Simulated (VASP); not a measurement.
# As (P6/mmm) in VASP: further runs

The runs below take As through single point, with HF, B3LYP.

Program: VASP 6.6.1. These are calculated values, not measurements. Logs are shortened: lines on timing, memory, paths and dates and some standing lists are left out, and cuts for length are marked.

## Step 1: The cell of the first run

It takes space group P6/mmm (No. 191, hexagonal). The conventional cell has a = 4.502 Å, b = 4.502 Å, c = 2.890 Å, α = 90.00°, β = 90.00°, γ = 120.00°. As (site symmetry -6m2) has 5 As at 2.60 to 2.89 Å within 3.4 Å.

This isn't the form of As at room conditions, which is rhombohedral.

## Step 2: Single point, HF

POSCAR

```
As
1.0
    4.5019077500      0.0000000000      0.0000000000
   -2.2509538750      3.8987664770      0.0000000000
    0.0000000000      0.0000000000      2.8897970105
As
2
Direct
    0.3333333333      0.6666666667      0.0000000000
    0.6666666667      0.3333333333      0.0000000000
```

INCAR.step1

```
SYSTEM = As
  ALGO = Normal
  EDIFF = 1E-5
  ENCUT = 520
  GGA = PE
  ISIF = 2
  ISMEAR = -1
  LASPH = .True.
  LCHARG = .False.
  LREAL = .False.
  LWAVE = .True.
  NBANDS = 12
  NELM = 100
  PREC = Accurate
  SIGMA = 0.05
```

INCAR.step2

```
SYSTEM = As
  AEXX = 1.0
  AGGAC = 0.0
  ALDAC = 0.0
  ALGO = Normal
  EDIFF = 1E-6
  ENCUT = 520
  GGA = PE
  ISIF = 2
  ISMEAR = -1
  ISTART = 1
  LASPH = .True.
  LCHARG = .False.
  LHFCALC = .True.
  LREAL = .False.
  LWAVE = .False.
  NBANDS = 12
  NELM = 100
  PREC = Accurate
  PRECFOCK = Normal
  SIGMA = 0.05
```

KPOINTS

```
k-points
0
Gamma
  4 4 5
  0 0 0
```

Potentials or basis: VASP PAW PBE potentials, release 64 (As).

The run is started by

```console
$ cat potpaw_PBE.64/As/POTCAR > POTCAR
$ cp INCAR.step1 INCAR
$ mpirun -np 1 vasp_std > vasp.out
$ cp INCAR.step2 INCAR
$ mpirun -np 1 vasp_std > vasp.out
```

OUTCAR:

```text
SYSTEM = As
   AEXX = 1.0
   EDIFF = 1E-6
   ENCUT = 520
   GGA = PE
   ISIF = 2
   ISMEAR = -1
   ISTART = 1
   LASPH = .True.
   LHFCALC = .True.
   LREAL = .False.
   NELM = 100
   PREC = Accurate
   PRECFOCK = Normal

 ion  position               nearest neighbor table
   1  0.333  0.667  0.000-   2 2.60   2 2.60   2 2.60
   2  0.667  0.333  0.000-   1 2.60   1 2.60   1 2.60

  LATTYP: Found a hexagonal cell.
 ALAT       =     4.5019077500
 C/A-ratio  =     0.6419049814

  Lattice vectors:

 A1 = (   4.5019077500,   0.0000000000,   0.0000000000)
 A2 = (  -2.2509538750,   3.8987664770,   0.0000000000)
 A3 = (   0.0000000000,   0.0000000000,   2.8897970105)

Analysis of symmetry for initial positions (statically):
=====================================================================
 Subroutine PRICEL returns:
 Original cell was already a primitive cell.

 Routine SETGRP: Setting up the symmetry group for a
 hexagonal supercell.

 Subroutine GETGRP returns: Found 24 space group operations
 (whereof 24 operations were pure point group operations)
 out of a pool of 24 trial point group operations.

The static configuration has the point symmetry D_6h.

Analysis of symmetry for dynamics (positions and initial velocities):
=====================================================================
 Subroutine PRICEL returns:
 Original cell was already a primitive cell.

 Routine SETGRP: Setting up the symmetry group for a
 hexagonal supercell.

 Subroutine GETGRP returns: Found 24 space group operations
 (whereof 24 operations were pure point group operations)
 out of a pool of 24 trial point group operations.

The dynamic configuration has the point symmetry D_6h.

 Subroutine INISYM returns: Found 24 space group operations
 (whereof 24 operations are pure point group operations),
 and found     1 'primitive' translations

----------------------------------------------------------------------------------------

                                     Primitive cell

  volume of cell :      50.7214

  direct lattice vectors                    reciprocal lattice vectors
     4.501907750  0.000000000  0.000000000     0.222128052  0.128245691  0.000000000
    -2.250953875  3.898766477  0.000000000     0.000000000  0.256491382  0.000000000
     0.000000000  0.000000000  2.889797011     0.000000000  0.000000000  0.346045067

  length of vectors
     4.501907750  4.501907750  2.889797011     0.256491382  0.256491382  0.346045067

  position of ions in fractional coordinates (direct lattice)
     0.333333333  0.666666667  0.000000000
     0.666666667  0.333333333  0.000000000

  ion indices of the primitive-cell ions
   primitive index   ion index
                 1           1
                 2           2

----------------------------------------------------------------------------------------

 KPOINTS: k-points

Automatic generation of k-mesh.
 Grid dimensions read from file:
 generate k-points for:    4    4    5

 Generating k-lattice:

  Cartesian coordinates                     Fractional coordinates (reciprocal lattice)
     0.055532013  0.032061423  0.000000000     0.250000000  0.000000000  0.000000000
     0.000000000  0.064122845  0.000000000     0.000000000  0.250000000  0.000000000
     0.000000000  0.000000000  0.069209013     0.000000000  0.000000000  0.200000000

  Length of vectors
     0.064122845  0.064122845  0.069209013

  Shift w.r.t. Gamma in fractional coordinates (k-lattice)
     0.000000000  0.000000000  0.000000000

 Subroutine IBZKPT returns following result:
 ===========================================

 Found     12 irreducible k-points:

 Following reciprocal coordinates:
            Coordinates               Weight
  0.000000  0.000000  0.000000      1.000000
  0.250000 -0.000000  0.000000      6.000000
  0.500000 -0.000000  0.000000      3.000000
  0.250000  0.250000  0.000000      6.000000
  0.000000  0.000000  0.200000      2.000000
  0.250000 -0.000000  0.200000     12.000000
  0.500000 -0.000000  0.200000      6.000000
  0.250000  0.250000  0.200000     12.000000
  0.000000  0.000000  0.400000      2.000000
  0.250000 -0.000000  0.400000     12.000000
  0.500000 -0.000000  0.400000      6.000000
  0.250000  0.250000  0.400000     12.000000
   k-points           NKPTS =     12   k-points in BZ     NKDIM =     80   number of bands    NBANDS=     12
   number of dos      NEDOS =    301   number of ions     NIONS =      2
   total plane-waves  NPLWV =  31104
   dimension x,y,z NGX =    36 NGY =   36 NGZ =   24
   dimension x,y,z NGXF=    72 NGYF=   72 NGZF=   48
   ions per type =               2
   NGX,Y,Z   is equivalent  to a cutoff of  13.29, 13.29, 13.81 a.u.
   NGXF,Y,Z  is equivalent  to a cutoff of  26.59, 26.59, 27.61 a.u.
 SYSTEM =  As
   PREC   = accura    normal or accurate (medium, high low for compatibility)
   ISTART =      1    job   : 0-new  1-cont  2-samecut
   ICHARG =      0    charge: 1-file 2-atom 10-const
   ISPIN  =      1    spin polarized calculation?
   LNONCOLLINEAR =      F non collinear calculations
   LSORBIT =      F    spin-orbit coupling
   LASPH  =      T    aspherical Exc in radial PAW
   ENCUT  =  520.0 eV  38.22 Ry    6.18 a.u.   8.37  8.37  5.37*2*pi/ulx,y,z
   NELM   =    100;   NELMIN=  2; NELMDL=  0     # of ELM steps
   EDIFF  = 0.1E-05   stopping-criterion for ELM
   LREAL  =      F    real-space projection
   EDIFFG = 0.1E-04   stopping-criterion for IOM
   NSW    =      0    number of steps for IOM
   IBRION =     -1    ionic relax: 0-MD 1-quasi-New 2-CG
   NFREE  =      0    steps in history (QN), initial steepest desc. (CG)
   ISIF   =      2    stress and relaxation
   ISYM   =      3    0-nonsym 1-usesym 2-fastsym
   POTIM  = 0.5000    time-step for ionic-motion
   TEBEG  =    0.0;   TEEND  =   0.0 temperature during run
   PSTRESS=    0.0 pullay stress
   NELECT =      10.0000    total number of electrons
   NUPDOWN=      -1.0000    fix difference up-down
   EMIN   =  10.00;   EMAX   =-10.00  energy-range for DOS
   EFERMI =   0.00;   METHOD = LEGACY
   ISMEAR =    -1;   SIGMA  =   0.05  broadening in eV -4-tet -1-fermi 0-gaus
   EFERMI_NEDOS =   21; number of points for ismear=-14 and -15
   IALGO  =     38    algorithm
   IMIX   =      1    mixing-type and parameters
     AMIX     =   0.40;   BMIX     =  1.00
     AMIX_MAG =   1.60;   BMIX_MAG =  1.00
  volume/ion in A,a.u.               =      25.36       171.14
  Fermi-wavevector in a.u.,A,eV,Ry     =   0.952821  1.800570 12.352280  0.907867
  Thomas-Fermi vector in A             =   2.081419
   LORBIT       =      0    0 simple, 1 ext, 2 COOP (PROOUT), +10 PAW based schemes
   GGA     = PE    functional components
   LHFCALC =     T    Hartree Fock is set to
   PRECFOCK=normal    Normal, Fast or Accurate (Low or Medium for compatibility)
   ENCUT4O =  -1.0   cutoff for four orbital integrals eV
   NKREDX  =     1    reduce k-point grid by
   NKREDY  =     1    reduce k-point grid by
   NKREDZ  =     1    reduce k-point grid by
   AEXX    =    1.0000 exact exchange contribution
   HFSCREEN=    0.0000 screening length (either q_TF or 0.3 A-1)
   HFSCREENC=   0.0000 screening length for correlation (either q_TF or 0.3 A-1)
   ENCUTFOCK=  -1.0 apply spherical cutoff to Coloumb kernel
   IVDW    =     0    specifies the selected vdW correction
   LEPSILON=     F    determine dielectric tensor
   LRPA    =     F    only Hartree local field effects (RPA)
 non-spin polarized calculation
  energy-cutoff  :      520.00
  volume of cell :       50.72
 maximum number of plane-waves:      1385
 NGX is ok and might be reduce to    36
  NGX = 28; NGY = 28; NGZ = 18

 number of electron      10.0000001 magnetization

 Free energy of the ion-electron system (eV)
  ---------------------------------------------------
  ext. energy  EPLUGINS =         0.00000000
  ---------------------------------------------------
  free energy    TOTEN  =       -17.84675098 eV

  energy without entropy =      -17.84197712  energy(sigma->0) =      -17.84436405

 E-fermi :   4.4880     XC(G=0):   0.0000

 val. band max:        3.0025649390   @ k =   0.2500   0.2500   0.2000
 cond. band min:       4.5226492651   @ k =   0.5000  -0.0000   0.2000
 fundamental gap:      1.5200843260
 Fermi energy:         4.4879919059

 k-point     1 :       0.0000    0.0000    0.0000
  band No.  band energies     occupation
      1     -17.8097      2.00000
      2      -8.8049      2.00000
      3      -3.0836      2.00000
      4      -3.0836      2.00000
      5       7.5873      0.00000
      6       7.5873      0.00000
      7      10.2651      0.00000
      8      12.7255      0.00000
      9      16.2822      0.00000
     10      16.8292      0.00000
     11      25.2907      0.00000
     12      25.2970      0.00000

 k-point     2 :       0.2500   -0.0000    0.0000
  band No.  band energies     occupation
      1     -17.1443      2.00000
      2     -11.2731      2.00000
      3      -3.9364      2.00000
      4      -1.1937      2.00000
      5       7.7204      0.00000
      6       9.7352      0.00000
      7      10.9084      0.00000
      8      15.4561      0.00000
      9      15.6641      0.00000
     10      16.8505      0.00000
     11      20.5459      0.00000
     12      21.3493      0.00000

 k-point     3 :       0.5000   -0.0000    0.0000
  band No.  band energies     occupation
      1     -15.8878      2.00000
      2     -13.6415      2.00000
      3      -4.5924      2.00000
      4      -0.6410      2.00000
      5      10.6507      0.00000
      6      12.0975      0.00000
      7      12.8939      0.00000
      8      13.9201      0.00000
      9      14.0907      0.00000
     10      17.2285      0.00000
     11      18.6162      0.00000
     12      20.7887      0.00000

 k-point     4 :       0.2500    0.2500    0.0000
  band No.  band energies     occupation
      1     -15.9343      2.00000
      2     -13.5128      2.00000
      3      -5.4415      2.00000
      4       1.7894      2.00000
      5       7.4942      0.00000
      6      12.0377      0.00000
      7      13.5433      0.00000
      8      13.8304      0.00000
      9      14.1285      0.00000
     10      18.3641      0.00000
     11      19.9032      0.00000
     12      20.4924      0.00000

 k-point     5 :       0.0000    0.0000    0.2000
  band No.  band energies     occupation
      1     -16.9982      2.00000
      2      -7.8578      2.00000
      3      -2.4283      2.00000
      4      -2.4283      2.00000
      5       0.9184      2.00000
      6       8.3118      0.00000
      7       8.3118      0.00000
      8      11.6919      0.00000
      9      13.4955      0.00000
     10      19.7654      0.00000
     11      19.7654      0.00000
     12      22.7136      0.00000
[... 48 lines left out ...]
      1     -15.0640      2.00000
      2      -5.4261      2.00000
      3      -5.2372      2.00000
      4      -1.0601      2.00000
      5      -1.0601      2.00000
      6       2.2560      2.00000
      7       9.9636      0.00000
      8       9.9636      0.00000
      9      15.2398      0.00000
     10      15.2398      0.00000
     11      15.7743      0.00000
     12      18.5145      0.00000

 k-point    10 :       0.2500   -0.0000    0.4000
  band No.  band energies     occupation
      1     -14.3706      2.00000
      2      -8.1567      2.00000
      3      -4.7256      2.00000
      4      -1.7564      2.00000
      5       0.2348      2.00000
      6       2.1644      2.00000
      7      10.2782      0.00000
      8      12.0216      0.00000
      9      14.2965      0.00000
     10      14.5639      0.00000
     11      17.8561      0.00000
     12      19.3619      0.00000

 k-point    11 :       0.5000   -0.0000    0.4000
  band No.  band energies     occupation
      1     -13.0554      2.00000
      2     -10.6967      2.00000
      3      -3.4267      2.00000
      4      -2.2603      2.00000
      5      -1.3475      2.00000
      6       2.6741      2.00000
      7      13.3755      0.00000
      8      13.5984      0.00000
      9      13.6911      0.00000
     10      14.9647      0.00000
     11      17.2409      0.00000
     12      19.7399      0.00000

 k-point    12 :       0.2500    0.2500    0.4000
  band No.  band energies     occupation
      1     -13.1053      2.00000
      2     -10.5580      2.00000
      3      -3.4968      2.00000
      4      -3.1407      2.00000
      5      -1.2388      2.00000
      6       7.2303      0.00000
      7      10.2465      0.00000
      8      12.0536      0.00000
      9      15.8718      0.00000
     10      16.5590      0.00000
     11      17.1853      0.00000
     12      18.5859      0.00000

------------------------ aborting loop because EDIFF is reached ----------------------------------------

  FORCE on cell =-STRESS in cart. coord.  units (eV):
  Direction    XX          YY          ZZ          XY          YZ          ZX
  --------------------------------------------------------------------------------------
  -------------------------------------------------------------------------------------
  Total       -0.7186080     -0.7186080     -0.4738956      0.0000000      0.0000000     -0.0000000
  in kB      -22.6992485    -22.6992485    -14.9693204      0.0000000      0.0000000     -0.0000000
  external PRESSURE =     -20.1226058 kB  Pullay stress =       0.0000000 kB

 VOLUME and BASIS-vectors are now :
 -----------------------------------------------------------------------------
  energy-cutoff  :      520.00
  volume of cell :       50.72
      direct lattice vectors                 reciprocal lattice vectors
     4.501907750  0.000000000  0.000000000     0.222128052  0.128245691  0.000000000
    -2.250953875  3.898766477  0.000000000     0.000000000  0.256491382  0.000000000
     0.000000000  0.000000000  2.889797011     0.000000000  0.000000000  0.346045067

 POSITION                                       TOTAL-FORCE (eV/Angst)
 -----------------------------------------------------------------------------------
     -0.00000      2.59918      0.00000         0.000000     -0.000000      0.000000
      2.25095      1.29959      0.00000        -0.000000      0.000000      0.000000
 -----------------------------------------------------------------------------------
    total drift:                                0.000000     -0.000000      0.000000

  FREE ENERGIE OF THE ION-ELECTRON SYSTEM (eV)
  ---------------------------------------------------
  free  energy   TOTEN  =       -17.8467509792 eV

  energy  without entropy=      -17.8419771229  energy(sigma->0) =      -17.84436405
```

Run time: 12 min. Hardware: 1 thread of Intel Xeon 8259CL, shared host; peak memory 0.18 GiB.

Results:

```yaml
Free_energy: -17.8468 eV
Pressure: -2.0 GPa
Band_gap_on_the_k_mesh: zero (bands 5 and 6 overlap by 8.49 eV)
```

Levels at points of the mesh, in eV from the Fermi level:
| k point | band 3 | band 4 | band 5 | band 6 | band 7 | band 8 |
| --- | --- | --- | --- | --- | --- | --- |
| (0.00, 0.00, 0.00) | -7.57 | -7.57 | 3.10 | 3.10 | 5.78 | 8.24 |
| (0.50, 0.00, 0.00) | -9.08 | -5.13 | 6.16 | 7.61 | 8.41 | 9.43 |

Caveat: the k points lie up to 0.43 Å⁻¹ apart, too coarse for converged energies and pressures of a metal; the PAW data sets were made with another functional, which shifts forces and pressure a little.

## Step 3: Single point, B3LYP

This run uses another cell than the first one, of 26.09 Å³/atom.

POSCAR

```
As
1.0
    4.5272738725      0.0000000000      0.0000000000
   -2.2636369363      3.9207341835      0.0000000000
    0.0000000000      0.0000000000      2.9402167543
As
2
Direct
    0.3333333333      0.6666666667      0.0000000000
    0.6666666667      0.3333333333      0.0000000000
```

INCAR.step1

```
  ALGO = Normal
  EDIFF = 1E-5
  ENCUT = 520
  GGA = PE
  ISIF = 2
  ISMEAR = -1
  LASPH = True
  LREAL = False
  LWAVE = True
  NBANDS = 12
  NELM = 100
  PREC = Accurate
  SIGMA = 0.05
```

INCAR.step2

```
  AEXX = 0.2
  AGGAC = 0.81
  AGGAX = 0.72
  ALDAC = 0.19
  ALGO = Normal
  EDIFF = 1E-6
  ENCUT = 520
  GGA = B3
  ISIF = 2
  ISMEAR = -1
  ISTART = 1
  LASPH = True
  LCHARG = True
  LELF = True
  LHFCALC = True
  LREAL = False
  LVHAR = True
  LWAVE = False
  NBANDS = 12
  NELM = 100
  PREC = Accurate
  PRECFOCK = Normal
  SIGMA = 0.05
```

KPOINTS

```
k-points
0
Gamma
  4 4 5
```

Potentials or basis: VASP PAW PBE potentials, release 64 (As).

The run is started by

```console
$ cat potpaw_PBE.64/As/POTCAR > POTCAR
$ cp INCAR.step1 INCAR
$ mpirun -np 1 vasp_std > vasp.out
$ cp INCAR.step2 INCAR
$ mpirun -np 1 vasp_std > vasp.out
```

It took 8.5 min on 1 thread of Intel Xeon 8259CL, shared host; peak memory 0.18 GiB.

Results (log left out):

* Free energy: -9.8777 eV
* Pressure: -0.1 GPa
* Band gap on the k mesh: zero (bands 5 and 6 overlap by 4.86 eV)

Levels at points of the mesh, in eV from the Fermi level:
| k point | band 1 | band 2 | band 3 | band 4 | band 5 | band 6 | band 7 | band 8 | band 9 | band 10 |
| --- | --- | --- | --- | --- | --- | --- | --- | --- | --- | --- |
| (0.00, 0.00, 0.00) | -15.42 | -9.03 | -4.43 | -4.43 | 1.11 | 1.11 | 3.13 | 5.89 | 7.63 | 8.83 |
| (0.50, 0.00, 0.00) | -14.01 | -12.36 | -5.46 | -3.10 | 3.61 | 4.34 | 4.99 | 5.72 | 6.90 | 9.55 |

Caveat: the k points lie up to 0.43 Å⁻¹ apart, too coarse for converged energies and pressures of a metal; the PAW data sets were made with another functional, which shifts forces and pressure a little.
